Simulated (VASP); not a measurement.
A run of VASP 6.6.1:

INCAR

```
SYSTEM = H2Se
PREC = Accurate ; ENCUT = 520
EDIFF = 1E-7 ; ISMEAR = 0
SIGMA = 0.1 ; LREAL = .False.
LASPH = .True. ; NELM = 60
ALGO = Normal ; ISIF = 2
LWAVE = .False. ; LCHARG = .False.
GGA = PE ; IVDW = 12
NBANDS = 11
```

Contents of KPOINTS:

```
Automatic mesh
0
Gamma
  6 6 6
  0 0 0
```

POSCAR

```
H2Se
1.0
    1.8631219340     -1.8548469748      0.0000000000
    1.8631219340      1.8548469748      0.0000000000
    0.0000000000      0.0000000000      6.1259304264
H Se
2 1
Direct
    0.1011042868      0.8988957132      0.5000000000
    0.8988957132      0.1011042868      0.5000000000
    0.5000000000      0.5000000000      0.0000000000
```

Potentials or basis: VASP PAW PBE potentials, release 64 (H, Se).

Launch:

```console
$ cat potpaw_PBE.64/H/POTCAR potpaw_PBE.64/Se/POTCAR > POTCAR
$ mpirun -np 1 vasp_std > vasp.out
```

Hardware: 1 thread of Intel(R) Xeon(R) Platinum 8259CL CPU @ 2.50GHz (Skylake/Cascade Lake), on a shared host.

Q: How long does it take, and how much memory?

A: It took 15 s on 1 thread of Intel(R) Xeon(R) Platinum 8259CL CPU @ 2.50GHz (Skylake/Cascade Lake), with other jobs on the host, peak memory 0.17 GiB. Counts: scf iterations 13, k points 52.
